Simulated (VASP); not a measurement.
A run of VASP 6.6.1 is set up as follows.

Contents of POSCAR:

```
CuSbF6
1.0
    3.4525746043      0.0000000000      0.0000000000
    0.0000000000      3.4525746043      0.0000000000
    0.0000000000      0.0000000000      6.5768353111
Cu F Sb
1 6 1
Direct
    0.5000000000      0.5000000000      0.5000000000
    0.5000000000      0.5000000000      0.0000000000
    0.0000000000      0.0000000000      0.5000000000
    0.0000000000      0.5000000000      0.2195738120
    0.5000000000      0.0000000000      0.7804261880
    0.5000000000      0.0000000000      0.2195738120
    0.0000000000      0.5000000000      0.7804261880
    0.0000000000      0.0000000000      0.0000000000
```

File INCAR.step1:

```
PREC     = Accurate       # precision mode
ENCUT    = 520            # plane-wave cutoff, eV
ISMEAR   = -1             # smearing method
SIGMA    = 0.03           # smearing width, eV
LREAL    = F              # projectors in reciprocal space
LASPH    = T              # aspherical terms in the spheres
NELM     = 100            # most SCF steps
NBANDS   = 39             # bands
GGA      = PE             # functional
ALGO     = Normal         # electronic algorithm
EDIFF    = 1E-4           # SCF threshold, eV
LWAVE    = T              # write WAVECAR
LCHARG   = F              # write CHGCAR
```

The input INCAR.step2:

```
PREC     = Accurate       # precision mode
ENCUT    = 520            # plane-wave cutoff, eV
EDIFF    = 1E-6           # SCF threshold, eV
ISMEAR   = -1             # smearing method
SIGMA    = 0.03           # smearing width, eV
LREAL    = F              # projectors in reciprocal space
LASPH    = T              # aspherical terms in the spheres
NELM     = 100            # most SCF steps
ALGO     = Normal         # electronic algorithm
ISIF     = 2              # what is computed and relaxed
LWAVE    = F              # write WAVECAR
LCHARG   = F              # write CHGCAR
METAGGA  = R2SCAN         # meta-GGA
LMIXTAU  = T            
LUSE_VDW = T            
IVDW_NL  = 2            
BPARAM   = 11.95        
CPARAM   = 0.0093       
NBANDS   = 39             # bands
ISTART   = 1
```

The input KPOINTS:

```
Automatic mesh
0
Gamma
  6 6 4
```

Potentials or basis: VASP PAW PBE potentials, release 64 (Cu, F, Sb).

Command:

```bash
$ cat potpaw_PBE.64/Cu/POTCAR potpaw_PBE.64/F/POTCAR potpaw_PBE.64/Sb/POTCAR > POTCAR
$ cp INCAR.step1 INCAR
$ mpirun -np 1 vasp_std > vasp.out
$ cp INCAR.step2 INCAR
$ mpirun -np 1 vasp_std > vasp.out
```

(1) Predict the pressure.

(2) Predict the largest force.

## Answers

(1) -1.2 GPa.

(2) 0.026 eV/Å.

Caveat: the PAW data sets were made with another functional, which shifts forces and pressure a little.
